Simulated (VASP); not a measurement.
# O2 in VASP: further runs

Runs on O2. Level: PBEsol. Tasks: single point, relaxation of the atoms.

All numbers are computed with VASP 6.6.1; they aren't measurements. Logs are shortened: lines on timing, memory, paths and dates and some standing lists are left out, and cuts for length are marked.

## (1) The cell of the first run

The cell holds a molecule in a box, 2 atoms: a = 9.000 Å, b = 9.500 Å, c = 10.000 Å, α = 90.00°, β = 90.00°, γ = 90.00°.

## (2) Single point, PBEsol, collinear spin, ferromagnetic start

INCAR reads:

```
SYSTEM = O
ALGO = Normal
EDIFF = 1E-7
ENCUT = 520
GGA = PS
ISIF = 2
ISMEAR = -1
ISPIN = 2
LASPH = .True.
LCHARG = .True.
LELF = .True.
LORBIT = 11
LREAL = .False.
LVHAR = .True.
LWAVE = .False.
MAGMOM = 1 1
NBANDS = 17
NELM = 150
PREC = Accurate
SIGMA = 0.02
```

KPOINTS reads:

```
k-points
0
Gamma
  1 1 1
  0 0 0
```

POSCAR reads:

```
O
1.0
    9.0000000000      0.0000000000      0.0000000000
    0.0000000000      9.5000000000      0.0000000000
    0.0000000000      0.0000000000     10.0000000000
O
2
Direct
    0.5000000000      0.5000000000      0.4395070579
    0.5000000000      0.5000000000      0.5604929421
```

Potentials or basis: VASP PAW PBE potentials, release 64 (O).

On the command line:

```bash
> cat potpaw_PBE.64/O/POTCAR > POTCAR
> mpirun -np 1 vasp_gam > vasp.out
```

OUTCAR:

```text
SYSTEM = O
   EDIFF = 1E-7
   ENCUT = 520
   GGA = PS
   ISIF = 2
   ISMEAR = -1
   ISPIN = 2
   LASPH = .True.
   LORBIT = 11
   LREAL = .False.
   NELM = 150
   PREC = Accurate

 ion  position               nearest neighbor table
   1  0.500  0.500  0.440-   2 1.21
   2  0.500  0.500  0.560-   1 1.21

  LATTYP: Found a simple orthorhombic cell.
 ALAT       =     9.0000000000
 B/A-ratio  =     1.0555555556
 C/A-ratio  =     1.1111111111

  Lattice vectors:

 A1 = (   9.0000000000,   0.0000000000,   0.0000000000)
 A2 = (   0.0000000000,   9.5000000000,   0.0000000000)
 A3 = (   0.0000000000,   0.0000000000,  10.0000000000)

Analysis of symmetry for initial positions (statically):
=====================================================================
 Subroutine PRICEL returns:
 Original cell was already a primitive cell.

 Routine SETGRP: Setting up the symmetry group for a
 simple orthorhombic supercell.

 Subroutine GETGRP returns: Found  8 space group operations
 (whereof  8 operations were pure point group operations)
 out of a pool of  8 trial point group operations.

The static configuration has the point symmetry D_2h.

Analysis of symmetry for dynamics (positions and initial velocities):
=====================================================================
 Subroutine PRICEL returns:
 Original cell was already a primitive cell.

 Routine SETGRP: Setting up the symmetry group for a
 simple orthorhombic supercell.

 Subroutine GETGRP returns: Found  8 space group operations
 (whereof  8 operations were pure point group operations)
 out of a pool of  8 trial point group operations.

The dynamic configuration has the point symmetry D_2h.

Analysis of structural, dynamic, and magnetic symmetry:
=====================================================================
 Subroutine PRICEL returns:
 Original cell was already a primitive cell.

 Routine SETGRP: Setting up the symmetry group for a
 simple orthorhombic supercell.

 Subroutine GETGRP returns: Found  8 space group operations
 (whereof  8 operations were pure point group operations)
 out of a pool of  8 trial point group operations.

The overall configuration has the point symmetry D_2h.

 Subroutine INISYM returns: Found  8 space group operations
 (whereof  8 operations are pure point group operations),
 and found     1 'primitive' translations

----------------------------------------------------------------------------------------

                                     Primitive cell

  volume of cell :     855.0000

  direct lattice vectors                    reciprocal lattice vectors
     9.000000000  0.000000000  0.000000000     0.111111111  0.000000000  0.000000000
     0.000000000  9.500000000  0.000000000     0.000000000  0.105263158  0.000000000
     0.000000000  0.000000000 10.000000000     0.000000000  0.000000000  0.100000000

  length of vectors
     9.000000000  9.500000000 10.000000000     0.111111111  0.105263158  0.100000000

  position of ions in fractional coordinates (direct lattice)
     0.500000000  0.500000000  0.439507058
     0.500000000  0.500000000  0.560492942

  ion indices of the primitive-cell ions
   primitive index   ion index
                 1           1
                 2           2

----------------------------------------------------------------------------------------

 KPOINTS: k-points

Automatic generation of k-mesh.
 Grid dimensions read from file:
 generate k-points for:    1    1    1

 Generating k-lattice:

  Cartesian coordinates                     Fractional coordinates (reciprocal lattice)
     0.111111111  0.000000000  0.000000000     1.000000000  0.000000000  0.000000000
     0.000000000  0.105263158  0.000000000     0.000000000  1.000000000  0.000000000
     0.000000000  0.000000000  0.100000000     0.000000000  0.000000000  1.000000000

  Length of vectors
     0.111111111  0.105263158  0.100000000

  Shift w.r.t. Gamma in fractional coordinates (k-lattice)
     0.000000000  0.000000000  0.000000000

 Subroutine IBZKPT returns following result:
 ===========================================

 Found      1 irreducible k-points:

 Following reciprocal coordinates:
            Coordinates               Weight
  0.000000  0.000000  0.000000      1.000000
   k-points           NKPTS =      1   k-points in BZ     NKDIM =      1   number of bands    NBANDS=     17
   number of dos      NEDOS =    301   number of ions     NIONS =      2
   total plane-waves  NPLWV = 403200
   dimension x,y,z NGX =    70 NGY =   72 NGZ =   80
   dimension x,y,z NGXF=   140 NGYF=  144 NGZF=  160
   ions per type =               2
   NGX,Y,Z   is equivalent  to a cutoff of  12.93, 12.60, 13.30 a.u.
   NGXF,Y,Z  is equivalent  to a cutoff of  25.86, 25.20, 26.60 a.u.
 SYSTEM =  O
   PREC   = accura    normal or accurate (medium, high low for compatibility)
   ISTART =      0    job   : 0-new  1-cont  2-samecut
   ICHARG =      2    charge: 1-file 2-atom 10-const
   ISPIN  =      2    spin polarized calculation?
   LNONCOLLINEAR =      F non collinear calculations
   LSORBIT =      F    spin-orbit coupling
   LASPH  =      T    aspherical Exc in radial PAW
   ENCUT  =  520.0 eV  38.22 Ry    6.18 a.u.  16.73 17.66 18.59*2*pi/ulx,y,z
   NELM   =    150;   NELMIN=  2; NELMDL= -5     # of ELM steps
   EDIFF  = 0.1E-06   stopping-criterion for ELM
   LREAL  =      F    real-space projection
   EDIFFG = 0.1E-05   stopping-criterion for IOM
   NSW    =      0    number of steps for IOM
   IBRION =     -1    ionic relax: 0-MD 1-quasi-New 2-CG
   NFREE  =      0    steps in history (QN), initial steepest desc. (CG)
   ISIF   =      2    stress and relaxation
   ISYM   =      2    0-nonsym 1-usesym 2-fastsym
   POTIM  = 0.5000    time-step for ionic-motion
   TEBEG  =    0.0;   TEEND  =   0.0 temperature during run
   PSTRESS=    0.0 pullay stress
   NELECT =      12.0000    total number of electrons
   NUPDOWN=      -1.0000    fix difference up-down
   EMIN   =  10.00;   EMAX   =-10.00  energy-range for DOS
   EFERMI =   0.00;   METHOD = LEGACY
   ISMEAR =    -1;   SIGMA  =   0.02  broadening in eV -4-tet -1-fermi 0-gaus
   EFERMI_NEDOS =   21; number of points for ismear=-14 and -15
   IALGO  =     38    algorithm
   IMIX   =      4    mixing-type and parameters
     AMIX     =   0.40;   BMIX     =  1.00
     AMIX_MAG =   1.60;   BMIX_MAG =  1.00
  volume/ion in A,a.u.               =     427.50      2884.91
  Fermi-wavevector in a.u.,A,eV,Ry     =   0.394893  0.746240  2.121703  0.155941
  Thomas-Fermi vector in A             =   1.339966
   LORBIT       =     11    0 simple, 1 ext, 2 COOP (PROOUT), +10 PAW based schemes
   GGA     = PS    functional components
   LHFCALC =     F    Hartree Fock is set to
   AEXX    =    0.0000 exact exchange contribution
   IVDW    =     0    specifies the selected vdW correction
   LEPSILON=     F    determine dielectric tensor
   LRPA    =     F    only Hartree local field effects (RPA)
 spin polarized calculation
  energy-cutoff  :      520.00
  volume of cell :      855.00
 maximum number of plane-waves:     11510
 NGX is ok and might be reduce to    70
   NGX = 33   NGY = 35   NGZ = 37

 number of electron      12.0000002 magnetization       2.0000001

 Free energy of the ion-electron system (eV)
  ---------------------------------------------------
  ext. energy  EPLUGINS =         0.00000000
  ---------------------------------------------------
  free energy    TOTEN  =       -10.26591664 eV

  energy without entropy =      -10.26591664  energy(sigma->0) =      -10.26591664

 E-fermi :  -6.1300     XC(G=0):  -0.6285

 val. band max:       -6.6227859137   @ k =   0.0000   0.0000   0.0000
 cond. band min:      -4.3593780404   @ k =   0.0000   0.0000   0.0000
 fundamental gap:      2.2634078733
 Fermi energy:        -6.1299886252

 spin component 1

 k-point     1 :       0.0000    0.0000    0.0000
  band No.  band energies     occupation
      1     -32.8669      1.00000
      2     -20.2070      1.00000
      3     -13.3777      1.00000
      4     -13.3777      1.00000
      5     -13.3622      1.00000
      6      -6.6228      1.00000
[... 9 lines left out ...]
     16       2.8010      0.00000
     17       2.8890      0.00000
 Fermi energy:        -6.1299886252

 spin component 2

 k-point     1 :       0.0000    0.0000    0.0000
  band No.  band energies     occupation
      1     -31.6189      1.00000
      2     -18.4266      1.00000
      3     -12.3314      1.00000
      4     -11.5408      1.00000
      5     -11.5408      1.00000
      6      -4.3594      0.00000
[... 9 lines left out ...]
     16       2.9702      0.00000
     17       2.9785      0.00000

------------------------ aborting loop because EDIFF is reached ----------------------------------------

  FORCE on cell =-STRESS in cart. coord.  units (eV):
  Direction    XX          YY          ZZ          XY          YZ          ZX
  --------------------------------------------------------------------------------------
  -------------------------------------------------------------------------------------
  Total       -0.0728791     -0.0726661      1.6063951     -0.0000000      0.0000000      0.0000000
  in kB       -0.1365675     -0.1361683      3.0102102     -0.0000000      0.0000000      0.0000000
  external PRESSURE =       0.9124915 kB  Pullay stress =       0.0000000 kB

 VOLUME and BASIS-vectors are now :
 -----------------------------------------------------------------------------
  energy-cutoff  :      520.00
  volume of cell :      855.00
      direct lattice vectors                 reciprocal lattice vectors
     9.000000000  0.000000000  0.000000000     0.111111111  0.000000000  0.000000000
     0.000000000  9.500000000  0.000000000     0.000000000  0.105263158  0.000000000
     0.000000000  0.000000000 10.000000000     0.000000000  0.000000000  0.100000000

 POSITION                                       TOTAL-FORCE (eV/Angst)
 -----------------------------------------------------------------------------------
      4.50000      4.75000      4.39507         0.000000      0.000000     -1.394354
      4.50000      4.75000      5.60493         0.000000      0.000000      1.394354
 -----------------------------------------------------------------------------------
    total drift:                                0.000000      0.000000     -0.000000

  FREE ENERGIE OF THE ION-ELECTRON SYSTEM (eV)
  ---------------------------------------------------
  free  energy   TOTEN  =       -10.2659166443 eV

  energy  without entropy=      -10.2659166442  energy(sigma->0) =      -10.26591664

 total charge

# of ion       s       p       d       tot
------------------------------------------
    1        1.609   3.308   0.000   4.917
    2        1.609   3.308   0.000   4.917
--------------------------------------------------
tot          3.218   6.616   0.000   9.834

 magnetization (x)

# of ion       s       p       d       tot
------------------------------------------
    1        0.009   0.797   0.000   0.806
    2        0.009   0.797   0.000   0.806
--------------------------------------------------
tot          0.018   1.594   0.000   1.612
```

Run time: 98 s. Hardware: 1 thread of Intel Xeon Platinum 8559C (Emerald Rapids), shared host; peak memory 1 GiB.

What came out:

- Free energy: -10.2659 eV
- Largest force: 1.394 eV/Å
- Gap between the frontier levels: 2.26 eV
- Net moment: 2.00 μB per cell
- Site moments: O +0.81 μB
- Valence electrons inside the program's atomic spheres: O 4.92

Forces in eV/Å, atoms in the order of the input:
```
O    0.000  0.000 -1.394
O    0.000  0.000  1.394
```

Caveat: the standard files for N, O and F lose accuracy on very short bonds; the PAW data sets were made with another functional, which shifts forces and pressure a little.

## (3) Relaxation of the atoms, PBEsol, collinear spin, ferromagnetic start

INCAR reads:

```
  ALGO = Normal
  EDIFF = 1E-7
  EDIFFG = -0.01
  ENCUT = 520
  GGA = PS
  IBRION = 2
  ISIF = 2
  ISMEAR = -1
  ISPIN = 2
  LASPH = True
  LCHARG = False
  LORBIT = 11
  LREAL = False
  LWAVE = False
  MAGMOM = 1 1
  NELM = 150
  NSW = 80
  PREC = Accurate
  SIGMA = 0.02
```

KPOINTS reads:

```
k-points
0
Gamma
  1 1 1
```

POSCAR reads:

```
O
1.0
    9.0000000000      0.0000000000      0.0000000000
    0.0000000000      9.5000000000      0.0000000000
    0.0000000000      0.0000000000     10.0000000000
O
2
Direct
    0.5000000000      0.5000000000      0.4385000000
    0.5000000000      0.5000000000      0.5615000000
```

Potentials or basis: VASP PAW PBE potentials, release 64 (O).

On the command line:

```bash
> cat potpaw_PBE.64/O/POTCAR > POTCAR
> mpirun -np 1 vasp_gam > vasp.out
```

OUTCAR:

```text
EDIFF = 1E-7
   EDIFFG = -0.01
   ENCUT = 520
   GGA = PS
   IBRION = 2
   ISIF = 2
   ISMEAR = -1
   ISPIN = 2
   LASPH = True
   LORBIT = 11
   LREAL = False
   NELM = 150
   NSW = 80
   PREC = Accurate

 ion  position               nearest neighbor table
   1  0.500  0.500  0.438-   2 1.23
   2  0.500  0.500  0.562-   1 1.23

  LATTYP: Found a simple orthorhombic cell.
 ALAT       =     9.0000000000
 B/A-ratio  =     1.0555555556
 C/A-ratio  =     1.1111111111

  Lattice vectors:

 A1 = (   9.0000000000,   0.0000000000,   0.0000000000)
 A2 = (   0.0000000000,   9.5000000000,   0.0000000000)
 A3 = (   0.0000000000,   0.0000000000,  10.0000000000)

Analysis of symmetry for initial positions (statically):
=====================================================================
 Subroutine PRICEL returns:
 Original cell was already a primitive cell.

 Routine SETGRP: Setting up the symmetry group for a
 simple orthorhombic supercell.

 Subroutine GETGRP returns: Found  8 space group operations
 (whereof  8 operations were pure point group operations)
 out of a pool of  8 trial point group operations.

The static configuration has the point symmetry D_2h.

Analysis of symmetry for dynamics (positions and initial velocities):
=====================================================================
 Subroutine PRICEL returns:
 Original cell was already a primitive cell.

 Routine SETGRP: Setting up the symmetry group for a
 simple orthorhombic supercell.

 Subroutine GETGRP returns: Found  8 space group operations
[... 215 lines left out ...]

 Free energy of the ion-electron system (eV)
  ---------------------------------------------------
  ext. energy  EPLUGINS =         0.00000000
  ---------------------------------------------------
  free energy    TOTEN  =       -10.27774063 eV

  energy without entropy =      -10.27774063  energy(sigma->0) =      -10.27774063

 E-fermi :  -6.2161     XC(G=0):  -0.6372

 val. band max:       -6.7594872564   @ k =   0.0000   0.0000   0.0000
 cond. band min:      -4.4982517728   @ k =   0.0000   0.0000   0.0000
 fundamental gap:      2.2612354837
 Fermi energy:        -6.2160607268

 spin component 1

 k-point     1 :       0.0000    0.0000    0.0000
  band No.  band energies     occupation
      1     -32.4959      1.00000
      2     -20.3497      1.00000
      3     -13.3220      1.00000
      4     -13.2224      1.00000
      5     -13.2224      1.00000
      6      -6.7595      1.00000
      7      -6.7595      1.00000
      8      -0.2735      0.00000
      9       0.9021      0.00000
     10       1.2729      0.00000
     11       1.2859      0.00000
 Fermi energy:        -6.2160607268

 spin component 2

 k-point     1 :       0.0000    0.0000    0.0000
  band No.  band energies     occupation
      1     -31.2369      1.00000
      2     -18.5670      1.00000
      3     -12.3015      1.00000
      4     -11.3842      1.00000
      5     -11.3842      1.00000
      6      -4.4983      0.00000
      7      -4.4982      0.00000
      8      -0.1732      0.00000
      9       1.1355      0.00000
     10       1.3270      0.00000
     11       1.4086      0.00000
[... 27 lines left out ...]
  FREE ENERGIE OF THE ION-ELECTRON SYSTEM (eV)
  ---------------------------------------------------
  free  energy   TOTEN  =       -10.2777406337 eV

  energy  without entropy=      -10.2777406337  energy(sigma->0) =      -10.27774063

 reached required accuracy - stopping structural energy minimisation

 total charge

# of ion       s       p       d       tot
------------------------------------------
    1        1.609   3.281   0.000   4.890
    2        1.609   3.281   0.000   4.890
--------------------------------------------------
tot          3.217   6.563   0.000   9.780

 magnetization (x)

# of ion       s       p       d       tot
------------------------------------------
    1        0.009   0.800   0.000   0.809
    2        0.009   0.800   0.000   0.809
--------------------------------------------------
tot          0.018   1.600   0.000   1.618
```

OSZICAR:

```text
N       E                     dE             d eps       ncg     rms          rms(c)
DAV:   1     0.140476423263E+03    0.14048E+03   -0.28518E+03    52   0.593E+02
DAV:   2     0.396229060181E+02   -0.10085E+03   -0.93275E+02    74   0.104E+02
[... 53 lines left out ...]
DAV:  12    -0.102777389936E+02   -0.21193E-05   -0.35586E-08    50   0.110E-03    0.841E-05
DAV:  13    -0.102777397649E+02   -0.77128E-06   -0.69853E-09    47   0.554E-04    0.527E-05
DAV:  14    -0.102777402836E+02   -0.51866E-06   -0.60389E-09    47   0.458E-04    0.237E-05
DAV:  15    -0.102777404687E+02   -0.18515E-06   -0.96801E-10    44   0.245E-04    0.143E-05
DAV:  16    -0.102777405737E+02   -0.10503E-06   -0.38455E-10    50   0.174E-04    0.788E-06
DAV:  17    -0.102777406337E+02   -0.59984E-07    0.15564E-10    50   0.122E-04
   3 F= -.10277741E+02 E0= -.10277741E+02  d E =-.296563E-03  mag=     2.0000
```

It took 3.1 min on 1 thread of Intel Xeon Platinum 8559C (Emerald Rapids), shared host; peak memory 1 GiB.

Results:

| Quantity | Value |
| --- | --- |
| Free energy | -10.2777 eV |
| Energy gained by relaxing | 0.1 meV/atom |
| Ionic steps | 3 |
| Gap between the frontier levels | 2.26 eV |
| Net moment | 2.00 μB per cell |
| Site moments | O +0.81 μB |
| Valence electrons inside the program's atomic spheres | O 4.89 |

The path:
```
step  energy change (eV)  largest force (eV/Å)  pressure (GPa)
   1              0.0000                0.2102           -0.03
   2              0.0117                1.4065            0.09
   3             -0.0003                0.0001           -0.01
```

Final structure:
```
O
1.0
     9.00000    0.00000    0.00000
     0.00000    9.50000    0.00000
     0.00000    0.00000   10.00000
O
2
Direct
  0.50000 0.50000 0.43864
  0.50000 0.50000 0.56136
```

Caveat: the standard files for N, O and F lose accuracy on very short bonds; the PAW data sets were made with another functional, which shifts forces and pressure a little.
